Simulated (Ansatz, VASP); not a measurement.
# Two plane-wave programs on Mg2NCl

The input INCAR:

```
  PREC = Accurate
  ENCUT = 520
  EDIFF = 1E-7
  ISMEAR = 0
  SIGMA = 0.05
  LREAL = False
  LASPH = True
  NELM = 100
  ALGO = Normal
  ISIF = 2
  LWAVE = False
  LCHARG = True
  GGA = CA
  LELF = True
  LVHAR = True
  NBANDS = 16
```

KPOINTS

```
regular mesh
0
Gamma
  9 9 9
```

The input POSCAR:

```
Mg2NCl
1.0
    1.7021832815      0.9827559758      6.3031258500
   -1.7021832815      0.9827559758      6.3031258500
    0.0000000000     -1.9655119516      6.3031258500
Mg N Cl
2 1 1
Direct
    0.2228150000      0.2228150000      0.2228150000
    0.7771850000      0.7771850000      0.7771850000
    0.5000000000      0.5000000000      0.5000000000
    0.0000000000      0.0000000000      0.0000000000
```

Input for Ansatz:

```yaml
crystal:
  lattice:
    - [1.7021832815, 0.9827559758, 6.30312585]
    - [-1.7021832815, 0.9827559758, 6.30312585]
    - [0.0, -1.9655119516, 6.30312585]
  atoms:
    - { symbol: Mg, position: [0.222815, 0.222815, 0.222815] }
    - { symbol: Mg, position: [0.777185, 0.777185, 0.777185] }
    - { symbol: "N", position: [0.5, 0.5, 0.5] }
    - { symbol: Cl, position: [0.0, 0.0, 0.0] }
basis:
  ecutwfc: 420
kpoints:
  mp_grid: { grid: [9, 9, 9] }
hamiltonian:
  xc: lda
scf:
  occupations: { method: gaussian, width: 0.05 }
output:
  forces: true
  stress: true
  eigenvalues: true
```

Change from the starting cell: strain +0.025 along x and y, +0.050 along z, atoms carried along.

Alike in both runs: task single point; functional LDA; k mesh 9 × 9 × 9; occupations gaussian, width 0.05 eV; no spin polarisation.

```csv
,VASP,Ansatz
version,VASP 6.6.1,Ansatz 0.2.0
potentials or method,"VASP PAW LDA potentials, release 64 (Mg, N, Cl), cutoff 520 eV","scalar-relativistic, plane waves, PAW"
valence electrons in the cell,16,32
```

```csv
,VASP,Ansatz,Ansatz less VASP
gap on the k mesh at the Fermi level (eV),1.42,1.44,+0.023
least direct gap on the mesh (eV),1.42,1.44,+0.023
pressure (GPa),-12.4,-11.7,+0.67
"traceless stress, the component that is largest in VASP (GPa)",-0.94,-0.91,+0.028
rms of the force components (eV/Å),0.259,0.240,-0.0193
```

LDA's correlation is that of Perdew and Zunger in VASP and of Perdew and Wang (1992) in Ansatz. Atom by atom the forces differ by 0.019 eV/Å (rms over components). VASP's potentials hold 16 valence electrons a cell and Ansatz's 32, so a difference there can come from the potentials and not from the codes.
